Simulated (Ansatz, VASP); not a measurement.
**One calculation of V, two programs**

INCAR

```
SYSTEM = V
PREC = Accurate
ENCUT = 520
EDIFF = 1E-7
ISMEAR = -1
SIGMA = 0.1
LREAL = .FALSE.
LASPH = .TRUE.
NELM = 100
ALGO = Normal
ISIF = 2
LWAVE = .FALSE.
LCHARG = .TRUE.
GGA = RP
LELF = .TRUE.
LVHAR = .TRUE.
NBANDS = 12
```

Contents of KPOINTS:

```
Automatic mesh
0
G
  24 24 24
  0 0 0
```

File POSCAR:

```
V
1.0
   -1.5311161067      1.5311161067      1.5311161067
    1.5311161067     -1.5311161067      1.5311161067
    1.5311161067      1.5311161067     -1.5311161067
V
1
Direct
    0.0000000000      0.0000000000      0.0000000000
```

Input for Ansatz:

```yaml
crystal:
  lattice:
    - [-1.5311161065, 1.5311161065, 1.5311161065]
    - [1.5311161065, -1.5311161065, 1.5311161065]
    - [1.5311161065, 1.5311161065, -1.5311161065]
  atoms:
    - { symbol: V, position: [0.0, 0.0, 0.0] }
hamiltonian:
  xc: rpbe
  pseudopotentials:
    kind: paw
    azcp:
      V: "pseudopotentials/V.paw.azcp"
basis:
  ecutwfc: 420
  fft_grid_basis: typed
kpoints:
  mp_grid: { grid: [24, 24, 24], shift: [0, 0, 0] }
magnetization:
  spin_polarized: false
scf:
  occupations: { method: fermi_dirac, width: 0.1 }
output:
  stress: true
```

Alike in both runs: task single point; functional RPBE; k mesh 24 × 24 × 24; occupations fermi-dirac, width 0.1 eV; no spin polarisation.

```csv
,VASP,Ansatz
version,VASP 6.6.1,Ansatz 0.2.0
potentials or method,"VASP PAW PBE potentials, release 64 (V_sv), cutoff 520 eV","plane waves (420 eV) with PAW, scalar-relativistic"
valence electrons in the cell,13,13
```

VASP gave:

- pressure (GPa): -5.9

Question: Which values does Ansatz return?

Answer: Pressure (GPa): -6.1.

VASP's potentials were made for PBE, not for RPBE.
